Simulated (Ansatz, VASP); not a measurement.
One calculation of W, two programs

```xyz
1
Lattice="-1.5803 1.5803 1.5803 1.5803 -1.5803 1.5803 1.5803 1.5803 -1.5803" Properties=species:S:1:pos:R:3 pbc="T T T"
W     0.0000    0.0000    0.0000
```

Alike in both runs: functional PBE; dispersion D3(BJ); k mesh 8 × 8 × 8; occupations gaussian, width 0.1 eV; no spin polarisation.

Ansatz relaxed the structure, and its values are those at the end. VASP's run is a single point on that final structure, the one shown.

|  | VASP | Ansatz |
| --- | --- | --- |
| version | VASP 6.6.1 | Ansatz 0.2.0 |
| potentials or method | VASP PAW PBE potentials, release 64 (W_sv), cutoff 500 eV | scalar-relativistic, plane waves, PAW |
| valence electrons in the cell | 14 | 14 |

|  | VASP | Ansatz | Ansatz less VASP |
| --- | --- | --- | --- |
| gap on the k mesh at the Fermi level (eV) | none | none | - |
| pressure (GPa) | 0.7 | 0.1 | -0.57 |

A gap of «none» marks a metal or a gap that the smearing closes.

Spin-orbit coupling is off throughout.
